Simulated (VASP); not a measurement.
A run of VASP 6.6.1 is set up as follows.

File INCAR:

```
  PREC = Accurate
  ENCUT = 520
  EDIFF = 1E-6
  ISMEAR = 0
  SIGMA = 0.2
  LREAL = F
  LASPH = T
  NELM = 100
  ALGO = Normal
  ISIF = 2
  LWAVE = F
  LCHARG = F
  GGA = PE
  NBANDS = 22
```

The input KPOINTS:

```
regular mesh
0
Gamma
  6 6 2
```

File POSCAR:

```
BP2
1.0
    3.2674469811      0.0000000000      0.0000000000
   -1.6337234906      2.8296920912      0.0000000000
    0.0000000000      0.0000000000      8.8629126941
B P
2 4
Direct
    0.0000000000      0.0000000000      0.3369813986
    0.6666666667      0.3333333333      0.0419153596
    0.0000000000      0.0000000000      0.5599270315
    0.6666666667      0.3333333333      0.2649263544
    0.3333333333      0.6666666667     -0.0306383778
    0.6666666667      0.3333333333      0.6938882337
```

Potentials or basis: VASP PAW PBE potentials, release 64 (B, P).

Launch:

```console
$ cat potpaw_PBE.64/B/POTCAR potpaw_PBE.64/P/POTCAR > POTCAR
$ mpirun -np 1 vasp_std > vasp.out
```

Question: Predict the largest force.

Answer: 0.037 eV/Å.

Question: Predict the band gap on the k mesh.

Answer: Zero (bands 13 and 14 overlap by 1.69 eV).

Stress tensor (GPa, compression positive):
```
-0.28  0.00  0.00
 0.00 -0.28  0.00
 0.00  0.00 -0.16
```

Caveat: the k points lie up to 0.37 Å⁻¹ apart, too coarse for converged energies and pressures of a metal.
